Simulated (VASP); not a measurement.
Write the native input for VASP 6.6.1 that does the following.

```yaml
Task: single point
Functional: PBEsol
Potentials_or_basis: VASP PAW PBE potentials, release 64 (Ga_d, N)
Cutoff: 520 eV
k_mesh: 10 × 6 × 10
Occupations: gaussian, width 0.02 eV
Spin: no spin polarisation
Dipole_correction: no
Further_INCAR_settings: ALGO = Normal; EDIFF = 1e-06; NBANDS = 26
```

The structure of GaN lies in POSCAR:

```
GaN
1.0
    3.1138126617      0.0000000000      0.0000000000
    0.0000000000      4.9833864624      0.0000000000
    1.5569063308      0.0000000000      2.8132892622
Ga N
2 2
Direct
    0.3346705953      0.0047105125      0.3306588094
    0.6653294047      0.5047105125      0.6693411906
    0.3375875524      0.6202894875      0.3248248951
    0.6624124476      0.1202894875      0.6751751049
```

One way to write it, as run:

INCAR

```
SYSTEM = GaN
PREC = Accurate
ENCUT = 520
EDIFF = 1E-6
ISMEAR = 0
SIGMA = 0.02
LREAL = .False.
LASPH = .True.
NELM = 100
ALGO = Normal
ISIF = 2
LWAVE = .False.
LCHARG = .True.
GGA = PS
LELF = .True.
LVHAR = .True.
NBANDS = 26
```

KPOINTS

```
regular mesh
0
Gamma
  10 6 10
  0 0 0
```

Potentials or basis: VASP PAW PBE potentials, release 64 (Ga_d, N).

Command:

```bash
$ cat potpaw_PBE.64/Ga_d/POTCAR potpaw_PBE.64/N/POTCAR > POTCAR
$ mpirun -np 1 vasp_std > vasp.out
```

Results of the run:

```yaml
Pressure: 8.1 GPa
Largest_force: 0.004 eV/Å
Band_gap_on_the_k_mesh: 2.09 eV, direct
```

Caveat: the PAW data sets were made with another functional, which shifts forces and pressure a little.

Wall time 48 s on 1 thread of Intel(R) Xeon(R) 6975P-C (Granite Rapids), with other jobs on the host, peak memory 0.24 GiB.
